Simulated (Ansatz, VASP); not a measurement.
# GaIr2: VASP beside Ansatz

```xyz
3
Lattice="2.8543 0.0000 0.0000 0.0000 2.8543 0.0000 0.0000 0.0000 5.7669" Properties=species:S:1:pos:R:3 pbc="T T T"
Ga    0.0000    0.0000    0.0000
Ir    1.4272    1.4272    1.6353
Ir    1.4272    1.4272    4.1316
```

Change from the starting cell: species swapped into the FeSi2 type (P4/mmm, No. 123).

Alike in both runs: functional PBE; k mesh 16 × 16 × 8; occupations gaussian, width 0.1 eV; no spin polarisation.

Ansatz relaxed the structure, and its values are those at the end. VASP's run is a single point on that final structure, the one shown.

```csv
,VASP,Ansatz
version,VASP 6.6.1,Ansatz 0.2.0
potentials or method,"VASP PAW PBE potentials, release 64 (Ga_d, Ir), cutoff 520 eV","scalar-relativistic, plane waves, PAW"
valence electrons in the cell,31,47
```

|  | VASP | Ansatz | Ansatz less VASP |
| --- | --- | --- | --- |
| gap on the k mesh at the Fermi level (eV) | none | none | - |
| pressure (GPa) | 0.5 | 0.0 | -0.45 |
| rms of the force components (eV/Å) | 0.014 | 0.001 | -0.0138 |

A gap of «none» marks a metal or a gap that the smearing closes. VASP's potentials hold 31 valence electrons a cell and Ansatz's 47, so a difference there can come from the potentials and not from the codes.

Neither program's run includes spin-orbit coupling.
